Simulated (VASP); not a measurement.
# SiC (P6_3mc) in VASP: further runs

The runs below take SiC through electric field gradients, with PBE.

Program: VASP 6.6.1. These are calculated values, not measurements. Logs are shortened: lines on timing, memory, paths and dates and some standing lists are left out, and cuts for length are marked.

## Step 1: The cell of the first run

The structure is hexagonal, space group P6_3mc (No. 186). Conventional cell: a = 3.116 Å, b = 3.116 Å, c = 5.114 Å, α = 90.00°, β = 90.00°, γ = 120.00°. Within 2.5 Å of Si (site symmetry 3m) lie 4 C at 1.89 to 1.97 Å. Within 2.5 Å of C (site symmetry 3m) lie 4 Si at 1.89 to 1.97 Å.

## Step 2: Electric field gradients, PBE (volume scaled by 1.04)

INCAR reads:

```
ALGO     = Normal         # electronic algorithm
EDIFF    = 1E-8           # SCF threshold, eV
ENCUT    = 520            # plane-wave cutoff, eV
GGA      = PE             # functional
ISIF     = 2              # what is computed and relaxed
ISMEAR   = -1             # smearing method
LASPH    = True           # aspherical terms in the spheres
LCHARG   = False          # write CHGCAR
LEFG     = True         
LREAL    = False          # projectors in reciprocal space
LWAVE    = False          # write WAVECAR
NBANDS   = 16             # bands
NELM     = 100            # most SCF steps
PREC     = Accurate       # precision mode
SIGMA    = 0.08           # smearing width, eV
```

KPOINTS reads:

```
k-points
0
Gamma
  15 15 8
```

POSCAR reads:

```
SiC
1.0
    3.1164765090      0.0000000000      0.0000000000
   -1.5582382545      2.6989478271      0.0000000000
    0.0000000000      0.0000000000      5.1144286705
Si C
2 2
Direct
    0.3333333333      0.6666666667      0.0000000000
    0.6666666667      0.3333333333      0.5000000000
    0.3333333333      0.6666666667      0.3850000000
    0.6666666667      0.3333333333      0.8850000000
```

Potentials or basis: VASP PAW PBE potentials, release 64 (Si, C).

Launch:

```console
$ cat potpaw_PBE.64/Si/POTCAR potpaw_PBE.64/C/POTCAR > POTCAR
$ mpirun -np 1 vasp_std > vasp.out
```

OUTCAR:

```text
EDIFF = 1E-8
   ENCUT = 520
   GGA = PE
   ISIF = 2
   ISMEAR = -1
   LASPH = True
   LREAL = False
   NELM = 100
   PREC = Accurate

 ion  position               nearest neighbor table
   1  0.333  0.667  0.000-   4 1.89   4 1.89   4 1.89   3 1.97   2 3.13   2 3.13   2 3.13   2 3.13
                             2 3.13   2 3.13
   2  0.667  0.333  0.500-   3 1.89   3 1.89   3 1.89   4 1.97   1 3.13   1 3.13   1 3.13   1 3.13
                             1 3.13   1 3.13
   3  0.333  0.667  0.385-   2 1.89   2 1.89   2 1.89   1 1.97
   4  0.667  0.333  0.885-   1 1.89   1 1.89   1 1.89   2 1.97

  LATTYP: Found a hexagonal cell.
 ALAT       =     3.1164765090
 C/A-ratio  =     1.6410932846

  Lattice vectors:

 A1 = (   3.1164765090,   0.0000000000,   0.0000000000)
 A2 = (  -1.5582382545,   2.6989478271,   0.0000000000)
 A3 = (   0.0000000000,   0.0000000000,   5.1144286705)

Analysis of symmetry for initial positions (statically):
=====================================================================
 Subroutine PRICEL returns:
 Original cell was already a primitive cell.

 Routine SETGRP: Setting up the symmetry group for a
 hexagonal supercell.

 Subroutine GETGRP returns: Found 12 space group operations
 (whereof  6 operations were pure point group operations)
 out of a pool of 24 trial point group operations.

The static configuration has the point symmetry C_3v.
 The point group associated with its full space group is C_6v.

Analysis of symmetry for dynamics (positions and initial velocities):
=====================================================================
 Subroutine PRICEL returns:
 Original cell was already a primitive cell.

 Routine SETGRP: Setting up the symmetry group for a
 hexagonal supercell.

 Subroutine GETGRP returns: Found 12 space group operations
 (whereof  6 operations were pure point group operations)
 out of a pool of 24 trial point group operations.

The dynamic configuration has the point symmetry C_3v.
 The point group associated with its full space group is C_6v.

 Subroutine INISYM returns: Found 12 space group operations
 (whereof  6 operations are pure point group operations),
 and found     1 'primitive' translations

----------------------------------------------------------------------------------------

                                     Primitive cell

  volume of cell :      43.0185

  direct lattice vectors                    reciprocal lattice vectors
     3.116476509  0.000000000  0.000000000     0.320875193  0.185257379  0.000000000
    -1.558238254  2.698947827  0.000000000     0.000000000  0.370514758  0.000000000
     0.000000000  0.000000000  5.114428670     0.000000000  0.000000000  0.195525261

  length of vectors
     3.116476509  3.116476509  5.114428670     0.370514758  0.370514758  0.195525261

  position of ions in fractional coordinates (direct lattice)
     0.333333333  0.666666667  0.000000000
     0.666666667  0.333333333  0.500000000
     0.333333333  0.666666667  0.385000000
     0.666666667  0.333333333  0.885000000

  ion indices of the primitive-cell ions
   primitive index   ion index
                 1           1
                 2           2
                 3           3
                 4           4

----------------------------------------------------------------------------------------

 KPOINTS: k-points

Automatic generation of k-mesh.
 Grid dimensions read from file:
 generate k-points for:   15   15    8

 Generating k-lattice:

  Cartesian coordinates                     Fractional coordinates (reciprocal lattice)
     0.021391680  0.012350492  0.000000000     0.066666667  0.000000000  0.000000000
[... 42 lines left out ...]
   number of dos      NEDOS =    301   number of ions     NIONS =      4
   total plane-waves  NPLWV =  23040
   dimension x,y,z NGX =    24 NGY =   24 NGZ =   40
   dimension x,y,z NGXF=    48 NGYF=   48 NGZF=   80
   ions per type =               2   2
   NGX,Y,Z   is equivalent  to a cutoff of  12.80, 12.80, 13.00 a.u.
   NGXF,Y,Z  is equivalent  to a cutoff of  25.61, 25.61, 26.00 a.u.
 SYSTEM =  unknown system
   PREC   = accura    normal or accurate (medium, high low for compatibility)
   ISTART =      0    job   : 0-new  1-cont  2-samecut
   ICHARG =      2    charge: 1-file 2-atom 10-const
   ISPIN  =      1    spin polarized calculation?
   LNONCOLLINEAR =      F non collinear calculations
   LSORBIT =      F    spin-orbit coupling
   LASPH  =      T    aspherical Exc in radial PAW
   ENCUT  =  520.0 eV  38.22 Ry    6.18 a.u.   5.79  5.79  9.51*2*pi/ulx,y,z
   NELM   =    100;   NELMIN=  2; NELMDL= -5     # of ELM steps
   EDIFF  = 0.1E-07   stopping-criterion for ELM
   LREAL  =      F    real-space projection
   EDIFFG = 0.1E-06   stopping-criterion for IOM
   NSW    =      0    number of steps for IOM
   IBRION =     -1    ionic relax: 0-MD 1-quasi-New 2-CG
   NFREE  =      0    steps in history (QN), initial steepest desc. (CG)
   ISIF   =      2    stress and relaxation
   ISYM   =      2    0-nonsym 1-usesym 2-fastsym
   POTIM  = 0.5000    time-step for ionic-motion
   TEBEG  =    0.0;   TEEND  =   0.0 temperature during run
   PSTRESS=    0.0 pullay stress
   NELECT =      16.0000    total number of electrons
   NUPDOWN=      -1.0000    fix difference up-down
   EMIN   =  10.00;   EMAX   =-10.00  energy-range for DOS
   EFERMI =   0.00;   METHOD = LEGACY
   ISMEAR =    -1;   SIGMA  =   0.08  broadening in eV -4-tet -1-fermi 0-gaus
   EFERMI_NEDOS =   21; number of points for ismear=-14 and -15
   IALGO  =     38    algorithm
   IMIX   =      4    mixing-type and parameters
     AMIX     =   0.40;   BMIX     =  1.00
     AMIX_MAG =   1.60;   BMIX_MAG =  1.00
  volume/ion in A,a.u.               =      10.75        72.58
  Fermi-wavevector in a.u.,A,eV,Ry     =   1.177325  2.224821 18.858953  1.386094
  Thomas-Fermi vector in A             =   2.313673
   LORBIT       =      0    0 simple, 1 ext, 2 COOP (PROOUT), +10 PAW based schemes
   GGA     = PE    functional components
   LHFCALC =     F    Hartree Fock is set to
   AEXX    =    0.0000 exact exchange contribution
   IVDW    =     0    specifies the selected vdW correction
   LEPSILON=     F    determine dielectric tensor
   LRPA    =     F    only Hartree local field effects (RPA)
 non-spin polarized calculation
  energy-cutoff  :      520.00
  volume of cell :       43.02
 maximum number of plane-waves:      1184
 NGX is ok and might be reduce to    24
   NGX = 11   NGY = 11   NGZ = 19

 number of electron      16.0000000 magnetization

 Free energy of the ion-electron system (eV)
  ---------------------------------------------------
  ext. energy  EPLUGINS =         0.00000000
  ---------------------------------------------------
  free energy    TOTEN  =       -30.06138368 eV

  energy without entropy =      -30.06138368  energy(sigma->0) =      -30.06138368

 E-fermi :   9.1744     XC(G=0): -11.1781

 val. band max:        7.9722040122   @ k =   0.0000   0.0000   0.0000
 cond. band min:      10.3648626401   @ k =   0.3333   0.3333   0.0000
 fundamental gap:      2.3926586279
 Fermi energy:         9.1744402431

 k-point     1 :       0.0000    0.0000    0.0000
  band No.  band energies     occupation
      1      -7.4444      2.00000
      2      -4.0891      2.00000
      3      -0.4922      2.00000
      4       6.4347      2.00000
      5       6.4347      2.00000
      6       7.6940      2.00000
[... 433 lines left out ...]
      3       0.5734      2.00000
      4       1.7262      2.00000
      5       2.3096      2.00000
      6       3.3526      2.00000
[... 8 lines left out ...]
     15      18.6756      0.00000
     16      19.4631      0.00000

 [... further k-points ...]
[... 5 lines left out ...]
  --------------------------------------------------------------------------------------
  -------------------------------------------------------------------------------------
  Total       -0.9400722     -0.9400722     -1.8335330      0.0000000      0.0000000      0.0000000
  in kB      -35.0119534    -35.0119534    -68.2879149      0.0000000      0.0000000      0.0000000
  external PRESSURE =     -46.1039406 kB  Pullay stress =       0.0000000 kB

 VOLUME and BASIS-vectors are now :
 -----------------------------------------------------------------------------
  energy-cutoff  :      520.00
  volume of cell :       43.02
      direct lattice vectors                 reciprocal lattice vectors
     3.116476509  0.000000000  0.000000000     0.320875193  0.185257379  0.000000000
    -1.558238254  2.698947827  0.000000000     0.000000000  0.370514758  0.000000000
     0.000000000  0.000000000  5.114428670     0.000000000  0.000000000  0.195525261

 POSITION                                       TOTAL-FORCE (eV/Angst)
 -----------------------------------------------------------------------------------
     -0.00000      1.79930      0.00000        -0.000000      0.000000      0.693588
      1.55824      0.89965      2.55721         0.000000     -0.000000      0.693588
     -0.00000      1.79930      1.96906         0.000000     -0.000000     -0.693588
      1.55824      0.89965      4.52627        -0.000000      0.000000     -0.693588
 -----------------------------------------------------------------------------------
    total drift:                               -0.000000      0.000000      0.000192

  FREE ENERGIE OF THE ION-ELECTRON SYSTEM (eV)
  ---------------------------------------------------
  free  energy   TOTEN  =       -30.0613836834 eV

  energy  without entropy=      -30.0613836779  energy(sigma->0) =      -30.06138368

 Electric field gradients (V/A^2)
---------------------------------------------------------------------
 ion       V_xx      V_yy      V_zz      V_xy      V_xz      V_yz
---------------------------------------------------------------------
   1      -8.329    -8.329    16.659    -0.000     0.000    -0.000
   2      -8.329    -8.329    16.659    -0.000    -0.000     0.000
   3      -1.344    -1.345     2.689    -0.000     0.000    -0.000
   4      -1.344    -1.345     2.689    -0.000    -0.000     0.000
---------------------------------------------------------------------

 Electric field gradients after diagonalization (V/A^2)
 (convention: |V_zz| > |V_xx| > |V_yy|)
----------------------------------------------------------------------
 ion       V_xx      V_yy      V_zz     asymmetry (V_yy - V_xx)/ V_zz
----------------------------------------------------------------------
   1      -8.329    -8.329    16.659       0.000
   2      -8.329    -8.329    16.659       0.000
   3      -1.345    -1.344     2.689       0.000
   4      -1.345    -1.344     2.689       0.000
----------------------------------------------------------------------

           NMR quadrupolar parameters

 Cq : quadrupolar parameter    Cq=e*Q*V_zz/h
 eta: asymmetry parameters     (V_yy - V_xx)/ V_zz
 Q  : nuclear electric quadrupole moment in mb (millibarn)
----------------------------------------------------------------------
 ion       Cq(MHz)       eta       Q (mb)
----------------------------------------------------------------------
   1       0.040       0.000       1.000
   2       0.040       0.000       1.000
   3       0.007       0.000       1.000
   4       0.007       0.000       1.000
----------------------------------------------------------------------
```

Run time: 2 min. Hardware: 1 thread of Intel Xeon 8259CL, shared host; peak memory 0.21 GiB.

Results:

```
Free energy            : -30.0614 eV
Pressure               : -4.6 GPa
Largest force          : 0.694 eV/Å
Band gap on the k mesh : 2.39 eV, indirect (least direct gap 4.01 eV)
```

Forces on the atoms (eV/Å):
```
Si   0.000  0.000  0.694
Si   0.000  0.000  0.694
C    0.000  0.000 -0.694
C    0.000  0.000 -0.694
```

Levels at points of the mesh, in eV from the valence-band top:
```
           k point  band 4  band 5  band 6  band 7  band 8  band 9  band 10  band 11  band 12  band 13
(0.00, 0.00, 0.00)   -1.54   -1.54   -0.28   -0.28    0.00    4.29     5.61     6.28     6.28     7.21
(0.00, 0.00, 0.50)   -4.38   -0.96   -0.96   -0.96   -0.96    5.36     5.36     6.96     6.96     6.96
```

Electric field gradients, principal values (V/Å²):
| atom | least | middle | greatest (by size) |
| --- | --- | --- | --- |
| 1 Si | -8.329 | -8.329 | 16.659 |
| 2 Si | -8.329 | -8.329 | 16.659 |
| 3 C | -1.344 | -1.345 | 2.689 |
| 4 C | -1.344 | -1.345 | 2.689 |

Caveat: without QUAD_EFG the Cq values of the log hold for a quadrupole moment of 1 mb, not for the nuclei. A k mesh can miss the band edges.

(Continued in part 2 of 2.)
